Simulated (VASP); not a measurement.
Set up this calculation in VASP 6.6.1, as the native input.

- Task: single point
- Functional: PBE
- Potentials or basis: VASP PAW PBE potentials, release 64 (Nb_sv)
- Cutoff: 520 eV
- k mesh: 16 × 16 × 9
- Occupations: fermi-dirac, width 0.05 eV
- Spin: no spin polarisation
- Dipole correction: no
- Further INCAR settings: ALGO = Normal; EDIFF = 1e-06; NBANDS = 20

The structure of Nb lies in POSCAR:

```
Nb
1.0
    2.3561736222      0.0000000000      0.0000000000
   -1.1780868111      2.0405062125      0.0000000000
    0.0000000000      0.0000000000      4.0378178108
Nb
2
Direct
    0.3333333333      0.6666666667      0.2500000000
    0.6666666667      0.3333333333      0.7500000000
```

This cell differs from its parent crystal: volume scaled by 0.52.

One way to write it, as run:

INCAR

```
SYSTEM = Nb
PREC = Accurate ; ENCUT = 520
EDIFF = 1E-6 ; ISMEAR = -1
SIGMA = 0.05 ; LREAL = .FALSE.
LASPH = .TRUE. ; NELM = 100
ALGO = Normal ; ISIF = 2
LWAVE = .FALSE. ; LCHARG = .FALSE.
GGA = PE ; NBANDS = 20
```

KPOINTS

```
Automatic mesh
0
G
  16 16 9
  0 0 0
```

Potentials or basis: VASP PAW PBE potentials, release 64 (Nb_sv).

Command:

```console
$ cat potpaw_PBE.64/Nb_sv/POTCAR > POTCAR
$ mpirun -np 1 vasp_std > vasp.out
```

It gave:

The pressure is 339.3 GPa. The band gap on the k mesh is zero (band 13 reaches 25.27 eV, above the bottom of band 14 at 22.06 eV).

Run time: 63 s on 1 thread of Intel(R) Xeon(R) Platinum 8259CL CPU @ 2.50GHz (Skylake/Cascade Lake) (shared host), peak memory 0.16 GiB.
